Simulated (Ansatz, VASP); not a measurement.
## One calculation of ScAl4, two programs

```
Sc Al
1.0
    -3.31959    3.31959    2.00853
     3.31959   -3.31959    2.00853
     3.31959    3.31959   -2.00853
Sc Al
1 4
Direct
  0.50000 0.50000 0.00000
  0.30357 0.90463 0.20820
  0.09537 0.30357 0.39894
  0.90463 0.69643 0.60106
  0.69643 0.09537 0.79180
```

Alike in both runs: functional PBE; k mesh 12 × 12 × 12; occupations gaussian, width 0.1 eV; no spin polarisation.

Ansatz relaxed the structure, and its values are those at the end. VASP's run is a single point on that final structure, the one shown.

|  | VASP | Ansatz |
| --- | --- | --- |
| version | VASP 6.6.1 | Ansatz 0.2.0 |
| potentials or method | VASP PAW PBE potentials, release 64 (Sc_sv, Al), cutoff 520 eV | scalar-relativistic, plane waves, PAW |
| valence electrons in the cell | 23 | 23 |

|  | VASP | Ansatz | Ansatz less VASP |
| --- | --- | --- | --- |
| gap on the k mesh at the Fermi level (eV) | none | none | - |
| pressure (GPa) | 0.0 | 0.0 | -0.02 |

A gap of «none» marks a metal or a gap that the smearing closes. The functional is the same, so the differences come from potentials, cutoffs and numerics.
